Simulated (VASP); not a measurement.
# Mg2CdS3 (I-4m2) in VASP: single point with PBE

Aim: the single point of Mg2CdS3 with PBE.

Program: VASP 6.6.1. These are calculated values, not measurements. Logs are shortened: lines on timing, memory, paths and dates and some standing lists are left out, and cuts for length are marked.

### Step 1. The cell of the first run

The structure is tetragonal, space group I-4m2 (No. 119). The conventional cell has a = 4.090 Å, b = 4.090 Å, c = 17.249 Å, α = 90.00°, β = 90.00°, γ = 90.00°. Mg (site symmetry 2mm) has 4 S at 2.47 to 2.48 Å within 3.3 Å. Cd (site symmetry -4m2) has 4 S at 2.56 Å within 3.4 Å. S (site symmetry 2mm) has 2 Mg at 2.47 Å and 2 Cd at 2.56 Å within 3.3 Å. S (site symmetry -4m2) has 4 Mg at 2.48 Å within 3.3 Å.

### Step 2. Single point, PBE

INCAR reads:

```
SYSTEM = Mg2CdS3
PREC     = Accurate       ! precision mode
ENCUT    = 520            ! plane-wave cutoff, eV
EDIFF    = 1E-6           ! SCF threshold, eV
ISMEAR   = 0              ! smearing method
SIGMA    = 0.02           ! smearing width, eV
LREAL    = .False.        ! projectors in reciprocal space
LASPH    = .True.         ! aspherical terms in the spheres
NELM     = 100            ! most SCF steps
ALGO     = Normal         ! electronic algorithm
ISIF     = 2              ! what is computed and relaxed
LWAVE    = .False.        ! write WAVECAR
LCHARG   = .False.        ! write CHGCAR
GGA      = PE             ! functional
NBANDS   = 26             ! bands
```

KPOINTS reads:

```
Automatic mesh
0
Gamma
  10 10 10
  0 0 0
```

POSCAR reads:

```
Mg2CdS3
1.0
   -2.0448449058      2.0448449058      8.6242615142
    2.0448449058     -2.0448449058      8.6242615142
    2.0448449058      2.0448449058     -8.6242615142
Mg Cd S
2 1 3
Direct
    0.8308654297      0.8308654297      0.0000000000
    0.1691345703      0.1691345703      0.0000000000
    0.5000000000      0.5000000000      0.0000000000
    0.5890493343      0.0890493343      0.5000000000
    0.2500000000      0.7500000000      0.5000000000
    0.9109506657      0.4109506657      0.5000000000
```

Potentials or basis: VASP PAW PBE potentials, release 64 (Mg, Cd, S).

On the command line:

```
cat potpaw_PBE.64/Mg/POTCAR potpaw_PBE.64/Cd/POTCAR potpaw_PBE.64/S/POTCAR > POTCAR
mpirun -np 1 vasp_std > vasp.out
```

OUTCAR:

```text
SYSTEM = Mg2CdS3
   PREC = Accurate
   ENCUT = 520
   EDIFF = 1E-6
   ISMEAR = 0
   LREAL = .False.
   LASPH = .True.
   NELM = 100
   ISIF = 2
   GGA = PE

 ion  position               nearest neighbor table
   1  0.831  0.831  0.000-   6 2.47   6 2.47   5 2.48   5 2.48
   2  0.169  0.169  0.000-   4 2.47   4 2.47   5 2.48   5 2.48
   3  0.500  0.500  0.000-   4 2.56   6 2.56   4 2.56   6 2.56
   4  0.589  0.089  0.500-   2 2.47   2 2.47   3 2.56   3 2.56
   5  0.250  0.750  0.500-   1 2.48   2 2.48   1 2.48   2 2.48
   6  0.911  0.411  0.500-   1 2.47   1 2.47   3 2.56   3 2.56

  LATTYP: Found a body centered tetragonal cell.
 ALAT       =     4.0896898116
 C/A-ratio  =     4.2175626571

  Lattice vectors:

 A1 = (  -2.0448449058,   2.0448449058,   8.6242615142)
 A2 = (   2.0448449058,  -2.0448449058,   8.6242615142)
 A3 = (   2.0448449058,   2.0448449058,  -8.6242615142)

Analysis of symmetry for initial positions (statically):
=====================================================================
 Subroutine PRICEL returns:
 Original cell was already a primitive cell.

 Routine SETGRP: Setting up the symmetry group for a
 body centered tetragonal supercell.

 Subroutine GETGRP returns: Found  8 space group operations
 (whereof  8 operations were pure point group operations)
 out of a pool of 16 trial point group operations.

The static configuration has the point symmetry D_2d.

Analysis of symmetry for dynamics (positions and initial velocities):
=====================================================================
 Subroutine PRICEL returns:
 Original cell was already a primitive cell.

 Routine SETGRP: Setting up the symmetry group for a
 body centered tetragonal supercell.

 Subroutine GETGRP returns: Found  8 space group operations
 (whereof  8 operations were pure point group operations)
 out of a pool of 16 trial point group operations.

The dynamic configuration has the point symmetry D_2d.

 Subroutine INISYM returns: Found  8 space group operations
 (whereof  8 operations are pure point group operations),
 and found     1 'primitive' translations

----------------------------------------------------------------------------------------

                                     Primitive cell

[... 98 lines left out ...]
   EDIFF  = 0.1E-05   stopping-criterion for ELM
   LREAL  =      F    real-space projection
   EDIFFG = 0.1E-04   stopping-criterion for IOM
   NSW    =      0    number of steps for IOM
   IBRION =     -1    ionic relax: 0-MD 1-quasi-New 2-CG
   NFREE  =      0    steps in history (QN), initial steepest desc. (CG)
   ISIF   =      2    stress and relaxation
   ISYM   =      2    0-nonsym 1-usesym 2-fastsym
   POTIM  = 0.5000    time-step for ionic-motion
   TEBEG  =    0.0;   TEEND  =   0.0 temperature during run
   PSTRESS=    0.0 pullay stress
   NELECT =      34.0000    total number of electrons
   NUPDOWN=      -1.0000    fix difference up-down
   EMIN   =  10.00;   EMAX   =-10.00  energy-range for DOS
   EFERMI =   0.00;   METHOD = LEGACY
   ISMEAR =     0;   SIGMA  =   0.02  broadening in eV -4-tet -1-fermi 0-gaus
   EFERMI_NEDOS =   21; number of points for ismear=-14 and -15
   IALGO  =     38    algorithm
   IMIX   =      4    mixing-type and parameters
     AMIX     =   0.40;   BMIX     =  1.00
     AMIX_MAG =   1.60;   BMIX_MAG =  1.00
  volume/ion in A,a.u.               =      24.04       162.24
  Fermi-wavevector in a.u.,A,eV,Ry     =   1.011270  1.911022 13.914216  1.022666
  Thomas-Fermi vector in A             =   2.144309
   LORBIT       =      0    0 simple, 1 ext, 2 COOP (PROOUT), +10 PAW based schemes
   GGA     = PE    functional components
   LHFCALC =     F    Hartree Fock is set to
   AEXX    =    0.0000 exact exchange contribution
   IVDW    =     0    specifies the selected vdW correction
   LEPSILON=     F    determine dielectric tensor
   LRPA    =     F    only Hartree local field effects (RPA)
 non-spin polarized calculation
 Gauss-broadening in eV      SIGMA  =   0.02
  energy-cutoff  :      520.00
  volume of cell :      144.25
 maximum number of plane-waves:      3909
 NGX is ok and might be reduce to    70
   NGX = 33   NGY = 33   NGZ = 33

 number of electron      34.0000004 magnetization

 Free energy of the ion-electron system (eV)
  ---------------------------------------------------
  ext. energy  EPLUGINS =         0.00000000
  ---------------------------------------------------
  free energy    TOTEN  =       -23.08201340 eV

  energy without entropy =      -23.08201340  energy(sigma->0) =      -23.08201340

 E-fermi :   1.1086     XC(G=0):  -8.5484

 val. band max:        1.0255424812   @ k =   0.0000   0.0000   0.0000
 cond. band min:       3.4007890168   @ k =   0.0000   0.0000   0.0000
 fundamental gap:      2.3752465356
 Fermi energy:         1.1085565155

 k-point     1 :       0.0000    0.0000    0.0000
  band No.  band energies     occupation
      1     -10.5769      2.00000
      2     -10.1501      2.00000
      3      -9.8859      2.00000
      4      -6.0236      2.00000
      5      -6.0236      2.00000
      6      -5.8735      2.00000
[... 685 lines left out ...]
     25       8.8491      0.00000
     26       9.4553      0.00000

 [... further k-points ...]

------------------------ aborting loop because EDIFF is reached ----------------------------------------

  FORCE on cell =-STRESS in cart. coord.  units (eV):
  Direction    XX          YY          ZZ          XY          YZ          ZX
  --------------------------------------------------------------------------------------
  -------------------------------------------------------------------------------------
  Total        0.0057899      0.0057899      0.0109476      0.0000000      0.0000000      0.0000000
  in kB        0.0643101      0.0643101      0.1215977      0.0000000      0.0000000      0.0000000
  external PRESSURE =       0.0834060 kB  Pullay stress =       0.0000000 kB

 VOLUME and BASIS-vectors are now :
 -----------------------------------------------------------------------------
  energy-cutoff  :      520.00
  volume of cell :      144.25
      direct lattice vectors                 reciprocal lattice vectors
    -2.044844906  2.044844906  8.624261514     0.000000000  0.244517322  0.057975978
     2.044844906 -2.044844906  8.624261514     0.244517322  0.000000000  0.057975978
     2.044844906  2.044844906 -8.624261514     0.244517322  0.244517322  0.000000000

 POSITION                                       TOTAL-FORCE (eV/Angst)
 -----------------------------------------------------------------------------------
      0.00000      0.00000     14.33120         0.000000      0.000000     -0.002447
      0.00000      0.00000      2.91732         0.000000      0.000000      0.002447
      0.00000      0.00000      8.62426         0.000000      0.000000      0.000000
      0.00000      2.04484      1.53597        -0.000000     -0.000000      0.046136
      2.04484      0.00000      4.31213         0.000000      0.000000      0.000000
      0.00000      2.04484      7.08829         0.000000      0.000000     -0.046136
 -----------------------------------------------------------------------------------
    total drift:                                0.000000     -0.000000      0.000000

  FREE ENERGIE OF THE ION-ELECTRON SYSTEM (eV)
  ---------------------------------------------------
  free  energy   TOTEN  =       -23.0820134042 eV

  energy  without entropy=      -23.0820134042  energy(sigma->0) =      -23.08201340
```

OSZICAR:

```text
N       E                     dE             d eps       ncg     rms          rms(c)
DAV:   1     0.186076778654E+03    0.18608E+03   -0.14395E+04  5304   0.111E+03
DAV:   2    -0.100402191373E+02   -0.19612E+03   -0.18625E+03  6324   0.238E+02
DAV:   3    -0.245874982468E+02   -0.14547E+02   -0.14474E+02  6480   0.645E+01
DAV:   4    -0.247786149390E+02   -0.19112E+00   -0.19092E+00  6794   0.802E+00
DAV:   5    -0.247821460218E+02   -0.35311E-02   -0.35302E-02  6892   0.109E+00    0.913E+00
DAV:   6    -0.231402598550E+02    0.16419E+01   -0.30540E+00  6408   0.135E+01    0.754E+00
DAV:   7    -0.230677573544E+02    0.72503E-01   -0.99378E-01  6856   0.487E+00    0.459E+00
DAV:   8    -0.230824293047E+02   -0.14672E-01   -0.10068E-01  6444   0.281E+00    0.650E-01
DAV:   9    -0.230803557142E+02    0.20736E-02   -0.21416E-02  7002   0.147E+00    0.299E-01
DAV:  10    -0.230815025620E+02   -0.11468E-02   -0.23236E-03  6062   0.323E-01    0.148E-01
DAV:  11    -0.230819147000E+02   -0.41214E-03   -0.42831E-04  6144   0.131E-01    0.967E-02
DAV:  12    -0.230819816308E+02   -0.66931E-04   -0.11396E-04  6882   0.723E-02    0.406E-02
DAV:  13    -0.230820120940E+02   -0.30463E-04   -0.42416E-05  5966   0.310E-02    0.956E-03
DAV:  14    -0.230820131237E+02   -0.10296E-05   -0.19678E-06  5944   0.109E-02    0.501E-03
DAV:  15    -0.230820134042E+02   -0.28047E-06   -0.58818E-07  4258   0.419E-03
   1 F= -.23082013E+02 E0= -.23082013E+02  d E =-.748891E-12
```

stdout:

```text
POSCAR found type information on POSCAR MgCdS
 POSCAR found :  3 types and       6 ions
 scaLAPACK will be used
 LDA part: xc-table for (Slater+PW92), standard interpolation
 POSCAR, INCAR and KPOINTS ok, starting setup
 FFT: planning ... GRIDC
 FFT: planning ... GRID_SOFT
 FFT: planning ... GRID
 WAVECAR not read
 entering main loop
```

Wall time 36 min (1 thread of Intel Xeon Platinum 8375C at 2.90GHz (Ice Lake), shared host); peak memory 0.89 GiB.

What came out:

* Free energy: -23.0820 eV
* Pressure: 0.0 GPa
* Largest force: 0.046 eV/Å
* Band gap on the k mesh: 2.38 eV

Forces on the atoms (eV/Å):
```
Mg   0.000  0.000 -0.002
Mg   0.000  0.000  0.002
Cd   0.000  0.000  0.000
S    0.000  0.000  0.046
S    0.000  0.000  0.000
S    0.000  0.000 -0.046
```

A k mesh can miss the band edges.
